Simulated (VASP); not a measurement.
Wanted: the native input for a VASP 6.6.1 run.

```
Task                   : relaxation of cell and atoms
Functional             : LDA
Potentials or basis    : VASP PAW LDA potentials, release 64 (Ti_sv, H)
Cutoff                 : 600 eV
k mesh                 : 10 × 10 × 10
Occupations            : fermi-dirac, width 0.05 eV
Spin                   : no spin polarisation
Dipole correction      : no
Further INCAR settings : ALGO = Normal; EDIFF = 1e-07; IBRION = 2; EDIFFG = -0.01; NSW = 60; ISIF = 3
```

The structure of TiH lies in POSCAR:

```
TiH
1.0
    0.0000000000      2.0897000000      2.0897000000
    2.0897000000      0.0000000000      2.0897000000
    2.0897000000      2.0897000000      0.0000000000
Ti H
1 1
Direct
    0.0000000000      0.0000000000      0.0000000000
    0.5000000000      0.5000000000      0.5000000000
```

These files were run (other wordings do the same):

INCAR

```
PREC = Accurate ; ENCUT = 600
EDIFF = 1E-7 ; ISMEAR = -1
SIGMA = 0.05 ; LREAL = F
LASPH = T ; NELM = 100
ALGO = Normal ; ISIF = 3
LWAVE = F ; LCHARG = F
IBRION = 2 ; NSW = 60
EDIFFG = -0.01
```

KPOINTS

```
regular mesh
0
Gamma
  10 10 10
```

Potentials or basis: VASP PAW LDA potentials, release 64 (Ti_sv, H).

Command:

```sh
$ cat potpaw_LDA.64/Ti_sv/POTCAR potpaw_LDA.64/H/POTCAR > POTCAR
$ mpirun -np 1 vasp_std > vasp.out
```

It gave:

```
Relaxed volume                        : 8.62 Å³/atom
Relaxed cell                          : a = 2.899 Å, b = 2.899 Å, c = 2.899 Å, α = 60.00°, β = 60.00°, γ = 60.00°
Space group after relaxing (to 0.1 Å) : Fm-3m (No. 225)
Energy gained by relaxing             : 13.5 meV/atom
Ionic steps                           : 3
Pressure after relaxing               : 0.0 GPa
Band gap on the k mesh                : zero (an odd number of electrons rules out a gap without spin polarisation)
```

Run time: 35 s on 1 thread of Intel Xeon 8259CL (shared host), peak memory 0.14 GiB.
